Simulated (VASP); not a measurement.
NiO:

```
CELL_PARAMETERS angstrom
0.00000 2.13379 -2.13379
0.00000 2.13379 2.13379
4.26758 0.00000 0.00000
ATOMIC_POSITIONS crystal
Ni 0.00000 0.00000 0.00000
Ni 0.50000 0.50000 0.50000
O 0.00000 0.00000 0.50000
O 0.50000 0.50000 0.00000
```

Base run:

- Program: VASP 6.6.1
- Functional: PBE
- Potentials or basis: VASP PAW PBE potentials, release 64 (Ni_sv_GW, O)
- Cutoff: 700 eV
- k mesh: 8 × 8 × 6
- Occupations: gaussian, width 0.05 eV
- Spin: collinear spin, antiferromagnetic start
- Starting moments: [2.0, -2.0, 0.0, 0.0] μB
- Hubbard terms: Ni d U = 6.2 eV

Its results: band gap on the k mesh 2.07 eV; pressure -2.2 GPa; net moment 0.00 μB per cell; site moments Ni +1.80, -1.80; O -0.06, +0.06 μB.

**Question.** The run is repeated on the same cell with these changes: k mesh from 8 × 8 × 6 to 5 × 5 × 3. What comes out?

**Answer.** Band gap on the k mesh 2.28 eV; pressure -2.2 GPa; net moment 0.00 μB per cell; site moments Ni +1.80, -1.80; O -0.06, +0.06 μB.

Caveats: some runs use coarse meshes; an odd mesh through Γ misses points on the zone boundary, where band edges can lie (at least some runs).
